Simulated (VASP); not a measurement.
Crystal: CdS.

```
Cd S
1.0
     0.00000    2.99098    2.33296
     2.99098    0.00000    2.33296
     2.99098    2.99098    0.00000
Cd S
1 1
Direct
  0.00000 0.00000 0.00000
  0.50000 0.50000 0.50000
```

This cell differs from its parent crystal: ratio of the length along z to the lengths across it x 0.78, volume and fractional coordinates fixed.

Base run:

```yaml
Program: VASP 6.6.1
Functional: PBE
Potentials_or_basis: VASP PAW PBE potentials, release 64 (Cd, S)
Cutoff: 520 eV
k_mesh: 12 × 12 × 12
Occupations: gaussian, width 0.03 eV
Spin: no spin polarisation
```

Its results: pressure 10.0 GPa.

**Question.** The run is repeated on the same cell with these changes: potentials or basis from VASP PAW PBE potentials, release 64 (Cd, S) to VASP PAW PBE potentials, release 64 (Cd_sv_GW, S); cutoff from 520 eV to 540 eV; further incar settings from ALGO = Normal; EDIFF = 1e-07; NBANDS = 16 to ALGO = Normal; EDIFF = 1e-06; NBANDS = 20; valence electrons from 18 to 26. What comes out?

**Answer.** Pressure 8.0 GPa.
